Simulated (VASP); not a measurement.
Input of a VASP 6.6.1 run:

The input INCAR:

```
  ALGO = Normal
  EDIFF = 1E-7
  ENCUT = 520
  GGA = PE
  ISIF = 2
  ISMEAR = 0
  ISPIN = 2
  LASPH = T
  LCHARG = F
  LMAXMIX = 4
  LORBIT = 11
  LREAL = F
  LWAVE = F
  MAGMOM = 0 0.88 0 0 0
  NBANDS = 32
  NELM = 150
  PREC = Accurate
  SIGMA = 0.1
```

KPOINTS

```
k-points
0
Gamma
  4 4 4
```

File POSCAR:

```
NbNiTe3
1.0
    5.3874773332      0.0000000000      0.0000000000
    0.0000000000      5.3874773332      0.0000000000
    0.0000000000      0.0000000000      5.3874773332
Nb Ni Te
1 1 3
Direct
    0.5000000000      0.5000000000      0.5000000000
    0.0000000000      0.0000000000      0.0000000000
    0.0000000000      0.5000000000      0.5000000000
    0.5000000000      0.0000000000      0.5000000000
    0.5000000000      0.5000000000      0.0000000000
```

Potentials or basis: VASP PAW PBE potentials, release 64 (Nb_sv, Ni, Te).

Launch:

```sh
$ cat potpaw_PBE.64/Nb_sv/POTCAR potpaw_PBE.64/Ni/POTCAR potpaw_PBE.64/Te/POTCAR > POTCAR
$ mpirun -np 1 vasp_std > vasp.out
```

Q: Predict the pressure.

A: 0.2 GPa.

Q: What does it give for the net moment?

A: 1.40 μB per cell.

Q: What does it give for the site moments?

A: Nb -0.08; Ni +1.01; Te +0.10 μB.

Caveat: a cell with one magnetic atom can't hold antiferromagnetic order, which such compounds often take.
